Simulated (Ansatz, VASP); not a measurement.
**YS: VASP beside Ansatz**

```
Y S
1.0
     0.00000    2.72524    2.72524
     2.72524    0.00000    2.72524
     2.72524    2.72524    0.00000
Y S
1 1
Cartesian
  2.7252 2.7252 2.7252
  0.0000 0.0000 0.0000
```

Change from the starting cell: volume scaled by 0.98, crystal datasets.

Alike in both runs: task electric field gradients; functional LDA; k mesh 8 × 8 × 8; occupations fermi-dirac, width 0.01 eV; no spin polarisation.

|  | VASP | Ansatz |
| --- | --- | --- |
| version | VASP 6.6.1 | Ansatz 0.2.0 |
| potentials or method | VASP PAW LDA potentials, release 64 (Y_sv, S), cutoff 520 eV | all-electron PAW with datasets made for the crystal, scalar-relativistic |

```csv
,VASP,Ansatz,Ansatz less VASP
pressure (GPa),-1.8,-1.8,-0.03
```

LDA's correlation is that of Perdew and Zunger in VASP and of Perdew and Wang (1992) in Ansatz. Ansatz ran all-electron here, and VASP with PAW potentials.
